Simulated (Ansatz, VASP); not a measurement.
Ti in VASP and in Ansatz

INCAR

```
PREC = Accurate
ENCUT = 520
EDIFF = 1E-7
ISMEAR = 0
SIGMA = 0.15
LREAL = F
LASPH = T
NELM = 80
ALGO = Fast
ISIF = 2
LWAVE = F
LCHARG = F
GGA = PS
NBANDS = 12
```

File KPOINTS:

```
Automatic mesh
0
Gamma
  14 14 14
```

Contents of POSCAR:

```
Ti
1.0
   -1.6504974500      1.6353186770      1.5967842302
    1.6286081995     -1.6318989063      1.5714752090
    1.6085543021      1.5899557584     -1.5933644595
Ti
1
Direct
    0.0000000000      0.0000000000      0.0000000000
```

Input for Ansatz:

```yaml
crystal:
  lattice:
    - [-1.65049745, 1.635318677, 1.5967842302]
    - [1.6286081995, -1.6318989063, 1.571475209]
    - [1.6085543021, 1.5899557584, -1.5933644595]
  atoms:
    - { symbol: Ti, position: [0.0, 0.0, 0.0] }
basis:
  ecutwfc: 420
kpoints:
  mp_grid: { grid: [14, 14, 14] }
hamiltonian:
  xc: pbesol
scf:
  occupations: { method: gaussian, width: 0.15 }
output:
  forces: true
  stress: true
  eigenvalues: true
```

Change from the starting cell: cell sheared at random, sigma 0.01, atoms nudged by 0.01 Å.

Alike in both runs: task single point; functional PBEsol; k mesh 14 × 14 × 14; occupations gaussian, width 0.15 eV; no spin polarisation.

|  | VASP | Ansatz |
| --- | --- | --- |
| version | VASP 6.6.1 | Ansatz 0.2.0 |
| potentials or method | VASP PAW PBE potentials, release 64 (Ti_sv), cutoff 520 eV | scalar-relativistic, plane waves, PAW |
| valence electrons in the cell | 12 | 12 |

```tsv
	VASP	Ansatz	Ansatz less VASP
gap on the k mesh at the Fermi level (eV)	none	none	-
pressure (GPa)	-0.2	0.1	+0.28
traceless stress, the component that is largest in VASP (GPa)	1.06	1.07	+0.005
```

VASP's potentials were made for PBE, not for PBEsol. A gap of «none» marks a metal or a gap that the smearing closes.
